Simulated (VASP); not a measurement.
Zr, 1 atom in the cell. It takes space group Im-3m (No. 229, cubic). Conventional cell: a = 3.668 Å, b = 3.668 Å, c = 3.668 Å, α = 90.00°, β = 90.00°, γ = 90.00°. Zr (site symmetry m-3m) has 14 Zr at 3.18 to 3.67 Å within 4.2 Å.  This cell differs from its parent crystal: volume scaled by 1.04.

* Program: VASP 6.6.1
* Task: electric field gradients
* Functional: LDA
* Potentials or basis: VASP PAW LDA potentials, release 64 (Zr_sv)
* Cutoff: 520 eV
* k mesh: 16 × 16 × 16
* Occupations: fermi-dirac, width 0.03 eV
* Spin: no spin polarisation
* Dipole correction: no
* Further INCAR settings: ALGO = Normal; EDIFF = 1e-08; NBANDS = 12

Potentials or basis: VASP PAW LDA potentials, release 64 (Zr_sv).

Run with:

```console
$ cat potpaw_LDA.64/Zr_sv/POTCAR > POTCAR
$ mpirun -np 1 vasp_std > vasp.out
```

Hardware: 1 thread of Intel(R) Xeon(R) Platinum 8488C (Sapphire Rapids), on a shared host.

Problem. Estimate the wall time of this run.

Solution. It took 15 s on 1 thread of Intel(R) Xeon(R) Platinum 8488C (Sapphire Rapids), on a shared host, peak memory 0.15 GiB. Counts: scf iterations 12, k points 145.
